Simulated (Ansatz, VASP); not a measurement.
## KF: VASP beside Ansatz

The input INCAR:

```
SYSTEM = KF
PREC     = Accurate       ! precision mode
ENCUT    = 520            ! plane-wave cutoff, eV
EDIFF    = 1E-6           ! SCF threshold, eV
ISMEAR   = 0              ! smearing method
SIGMA    = 0.05           ! smearing width, eV
LREAL    = .False.        ! projectors in reciprocal space
LASPH    = .True.         ! aspherical terms in the spheres
NELM     = 80             ! most SCF steps
ALGO     = Normal         ! electronic algorithm
ISIF     = 2              ! what is computed and relaxed
LWAVE    = .False.        ! write WAVECAR
LCHARG   = .False.        ! write CHGCAR
NBANDS   = 15             ! bands
```

File KPOINTS:

```
Automatic mesh
0
Gamma
  8 8 8
  0 0 0
```

Contents of POSCAR:

```
KF
1.0
    0.0274344518      2.5676614747      2.5676614747
    2.5676614747      0.0274344518      2.5676614747
    2.5676614747      2.5676614747      0.0274344518
K F
1 1
Direct
    0.0000000000      0.0000000000      0.0000000000
    0.5000000000      0.5000000000      0.5000000000
```

Input for Ansatz:

```yaml
crystal:
  lattice:
    - [0.0274344518, 2.5676614747, 2.5676614747]
    - [2.5676614747, 0.0274344518, 2.5676614747]
    - [2.5676614747, 2.5676614747, 0.0274344518]
  atoms:
    - { symbol: K, position: [0.0, 0.0, 0.0] }
    - { symbol: F, position: [0.5, 0.5, 0.5] }
basis:
  ecutwfc: 520.0
kpoints:
  mp_grid: { grid: [8, 8, 8] }
hamiltonian:
  xc: lda
scf:
  occupations: { method: gaussian, width: 0.05 }
output:
  forces: true
  stress: true
  eigenvalues: true
```

Alike in both runs: task single point; functional LDA; k mesh 8 × 8 × 8; occupations gaussian, width 0.05 eV; no spin polarisation.

|  | VASP | Ansatz |
| --- | --- | --- |
| version | VASP 6.6.1 | Ansatz 0.2.0 |
| potentials or method | VASP PAW LDA potentials, release 64 (K_sv, F), cutoff 520 eV | scalar-relativistic, plane waves, PAW |
| valence electrons in the cell | 16 | 16 |

```tsv
	VASP	Ansatz	Ansatz less VASP
gap on the k mesh at the Fermi level (eV)	6.53	6.55	+0.020
least direct gap on the mesh (eV)	6.53	6.55	+0.020
pressure (GPa)	1.8	1.5	-0.30
traceless stress, the component that is largest in VASP (GPa)	-0.14	-0.14	-0.004
```

LDA's correlation is that of Perdew and Zunger in VASP and of Perdew and Wang (1992) in Ansatz.
